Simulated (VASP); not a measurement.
A run of VASP 6.6.1 is set up as follows.

File INCAR:

```
PREC = Accurate
ENCUT = 520
EDIFF = 1E-6
ISMEAR = -1
SIGMA = 0.1
LREAL = False
LASPH = True
NELM = 80
ALGO = Normal
ISIF = 2
LWAVE = False
LCHARG = True
GGA = B5
ALDAX = 1.0
AGGAX = 1.0
AGGAC = 1.0
ALDAC = 0.0
LELF = True
LVHAR = True
NBANDS = 14
```

The input KPOINTS:

```
Automatic mesh
0
Gamma
  8 8 12
```

Contents of POSCAR:

```
As
1.0
    5.0830921266      0.0000000000      0.0000000000
   -2.5415460633      4.4020869114      0.0000000000
    0.0000000000      0.0000000000      2.9605381949
As
3
Direct
    1.0000000000      0.0000000000      0.0000000000
    0.3333333333      0.6666666667      0.5000000000
    0.6666666667      0.3333333333      0.5000000000
```

Potentials or basis: VASP PAW PBE potentials, release 64 (As).

Command:

```sh
$ cat potpaw_PBE.64/As/POTCAR > POTCAR
$ mpirun -np 1 vasp_std > vasp.out
```

Q: What does it give for the pressure?

A: -2.1 GPa.

Q: Predict the band gap on the k mesh.

A: Zero (an odd number of electrons rules out a gap without spin polarisation).

Stress tensor (GPa, compression positive):
```
-1.90  0.00  0.00
 0.00 -1.90  0.00
 0.00  0.00 -2.45
```

Caveat: the PAW data sets were made with another functional, which shifts forces and pressure a little.
